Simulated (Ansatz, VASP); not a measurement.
# NbSi: VASP beside Ansatz

```
Si Nb
1.0
     3.74655    0.00000    0.00000
    -1.87327    3.24461    0.00000
     0.00000    0.00000    4.94744
Si Nb
2 2
Direct
  0.00000 0.00000 0.00000
  0.00000 0.00000 0.50000
  0.33333 0.66667 0.25000
  0.66667 0.33333 0.75000
```

Alike in both runs: task single point; functional PBE; k mesh 10 × 10 × 6; occupations fermi-dirac, width 0.1 eV; no spin polarisation.

|  | VASP | Ansatz |
| --- | --- | --- |
| version | VASP 6.6.1 | Ansatz 0.2.0 |
| potentials or method | VASP PAW PBE potentials, release 64 (Si, Nb_sv), cutoff 500 eV | all-electron LAPW, scalar-relativistic |

```csv
,VASP,Ansatz,Ansatz less VASP
pressure (GPa),24.7,24.9,+0.26
```

Ansatz ran all-electron here, and VASP with PAW potentials.
